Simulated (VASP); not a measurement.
Set up this calculation in VASP 6.6.1, as the native input.

```
Task                   : electric field gradients
Functional             : PBE
Potentials or basis    : VASP PAW PBE potentials, release 64 (Cd, Se)
Cutoff                 : 520 eV
k mesh                 : 12 × 12 × 12
Occupations            : fermi-dirac, width 0.03 eV
Spin                   : no spin polarisation
Dipole correction      : no
Further INCAR settings : ALGO = Normal; EDIFF = 1e-08; NBANDS = 16
```

The structure of CdSe (rocksalt type) lies in POSCAR:

```
CdSe
1.0
    0.0000000000      2.8400865926      2.8400865926
    2.8400865926      0.0000000000      2.8400865926
    2.8400865926      2.8400865926      0.0000000000
Cd Se
1 1
Direct
    0.0000000000      0.0000000000      0.0000000000
    0.5000000000      0.5000000000      0.5000000000
```

This cell differs from its parent crystal: volume scaled by 0.97.

The input as run:

INCAR

```
PREC = Accurate ; ENCUT = 520
EDIFF = 1E-8 ; ISMEAR = -1
SIGMA = 0.03 ; LREAL = F
LASPH = T ; NELM = 80
ALGO = Normal ; ISIF = 2
LWAVE = F ; LCHARG = F
GGA = PE ; LEFG = T
NBANDS = 16
```

KPOINTS

```
regular mesh
0
Gamma
  12 12 12
```

Potentials or basis: VASP PAW PBE potentials, release 64 (Cd, Se).

Run with:

```bash
$ cat potpaw_PBE.64/Cd/POTCAR potpaw_PBE.64/Se/POTCAR > POTCAR
$ mpirun -np 1 vasp_std > vasp.out
```

Results of the run:

```json
{
 "Pressure": "2.3 GPa",
 "Band gap on the k mesh": "zero (band 9 reaches 2.57 eV, above the bottom of band 10 at 2.13 eV)"
}
```

Caveat: without QUAD_EFG the Cq values of the log hold for a quadrupole moment of 1 mb, not for the nuclei.

Wall time 58 s on 1 thread of Intel(R) Xeon(R) Platinum 8259CL CPU @ 2.50GHz (Skylake/Cascade Lake), on a shared host, peak memory 0.2 GiB.
